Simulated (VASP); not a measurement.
A run of VASP 6.6.1 is set up as follows.

Contents of INCAR:

```
ALGO = Normal
EDIFF = 1E-6
ENCUT = 520
GGA = PE
ISIF = 2
ISMEAR = 0
LASPH = T
LCHARG = F
LREAL = F
LWAVE = F
NBANDS = 26
NELM = 80
PREC = Accurate
SIGMA = 0.1
```

Contents of KPOINTS:

```
k-points
0
Gamma
  10 10 10
```

POSCAR

```
PbI3
1.0
    5.2663277434      0.0000000000      0.0000000000
    0.0000000000      5.2663277434      0.0000000000
    0.0000000000      0.0000000000      5.2663277434
Pb I
1 3
Direct
    0.0000000000      0.0000000000      0.0000000000
    0.0000000000      0.5000000000      0.5000000000
    0.5000000000      0.0000000000      0.5000000000
    0.5000000000      0.5000000000      0.0000000000
```

Potentials or basis: VASP PAW PBE potentials, release 64 (Pb_d, I).

Launch:

```console
$ cat potpaw_PBE.64/Pb_d/POTCAR potpaw_PBE.64/I/POTCAR > POTCAR
$ mpirun -np 1 vasp_std > vasp.out
```

Q: Estimate the pressure.

A: 0.0 GPa.

Q: Predict the band gap on the k mesh.

A: Zero (an odd number of electrons rules out a gap without spin polarisation).

Caveat: spin-orbit coupling is left out, which moves the levels of the heavy elements; an odd number of electrons without spin polarisation forces a metal; a magnetic or distorted state may lie lower.
